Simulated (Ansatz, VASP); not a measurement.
**Two plane-wave programs on CsOs3**

```
Cs Os
1.0
     4.11977    0.00000    0.00000
     0.00000    4.11977    0.00000
     0.00000    0.00000    4.11977
Cs Os
1 3
Direct
  0.00000 0.00000 0.00000
  0.00000 0.50000 0.50000
  0.50000 0.00000 0.50000
  0.50000 0.50000 0.00000
```

Alike in both runs: functional PBE; k mesh 4 × 4 × 4; occupations gaussian, width 0.1 eV; no spin polarisation.

Ansatz relaxed the structure, and its values are those at the end. VASP's run is a single point on that final structure, the one shown.

```csv
,VASP,Ansatz
version,VASP 6.6.1,Ansatz 0.2.0
potentials or method,"VASP PAW PBE potentials, release 64 (Cs_sv, Os), cutoff 520 eV","scalar-relativistic, plane waves, PAW"
valence electrons in the cell,33,57
```

```tsv
	VASP	Ansatz	Ansatz less VASP
gap on the k mesh at the Fermi level (eV)	none	none	-
pressure (GPa)	2.7	-0.1	-2.79
```

A gap of «none» marks a metal or a gap that the smearing closes. The functional is the same, so the differences come from potentials, cutoffs and numerics. VASP's potentials hold 33 valence electrons a cell and Ansatz's 57, so a difference there can come from the potentials and not from the codes.

The k mesh is coarse, so the values compare programs but aren't converged. Spin-orbit coupling is off throughout.
